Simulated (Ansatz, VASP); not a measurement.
**One calculation of Ir, two programs**

Contents of INCAR:

```
  PREC = Accurate
  ENCUT = 520
  EDIFF = 1E-6
  ISMEAR = -1
  SIGMA = 0.1
  LREAL = F
  LASPH = T
  NELM = 60
  ALGO = Normal
  ISIF = 2
  LWAVE = F
  LCHARG = F
  GGA = B5
  ALDAX = 1.0
  AGGAX = 1.0
  AGGAC = 1.0
  ALDAC = 0.0
  NBANDS = 16
```

File KPOINTS:

```
regular mesh
0
Gamma
  11 11 11
```

Contents of POSCAR:

```
Ir
1.0
    0.0000000000      2.9022963496      2.9022963496
    2.9022963496      0.0000000000      2.9022963496
    2.9022963496      2.9022963496      0.0000000000
Ir
2
Direct
    0.1250000000      0.1250000000      0.1250000000
    0.8750000000      0.8750000000      0.8750000000
```

Input for Ansatz:

```yaml
crystal:
  lattice:
    - [0.0, 2.9022963496, 2.9022963496]
    - [2.9022963496, 0.0, 2.9022963496]
    - [2.9022963496, 2.9022963496, 0.0]
  atoms:
    - { symbol: Ir, position: [0.125, 0.125, 0.125] }
    - { symbol: Ir, position: [0.875, 0.875, 0.875] }
hamiltonian:
  xc: blyp
  pseudopotentials:
    kind: paw
    azcp:
      Ir: "pseudopotentials/Ir.paw.azcp"
basis:
  ecutwfc: 420
  fft_grid_basis: typed
kpoints:
  mp_grid: { grid: [11, 11, 11], shift: [0, 0, 0] }
magnetization:
  spin_polarized: false
scf:
  occupations: { method: fermi_dirac, width: 0.1 }
  lower_state_search: "off"
output:
  stress: true
  write_density: true
  write_potential: true
  elf: true
  volumetric_format: npy
```

Alike in both runs: task single point; functional BLYP; k mesh 11 × 11 × 11; occupations fermi-dirac, width 0.1 eV; no spin polarisation.

|  | VASP | Ansatz |
| --- | --- | --- |
| version | VASP 6.6.1 | Ansatz 0.2.0 |
| potentials or method | VASP PAW PBE potentials, release 64 (Ir), cutoff 520 eV | plane waves (420 eV) with PAW, scalar-relativistic |
| valence electrons in the cell | 18 | 34 |

VASP gave:

| Item | Value |
| --- | --- |
| pressure (GPa) | -9.2 |

Problem. Estimate Ansatz's values.

Solution. Pressure (GPa): -10.0.

VASP's potentials were made for PBE, not for BLYP. VASP's potentials hold 18 valence electrons a cell and Ansatz's 34, so a difference there can come from the potentials and not from the codes.

Spin-orbit coupling is off throughout.
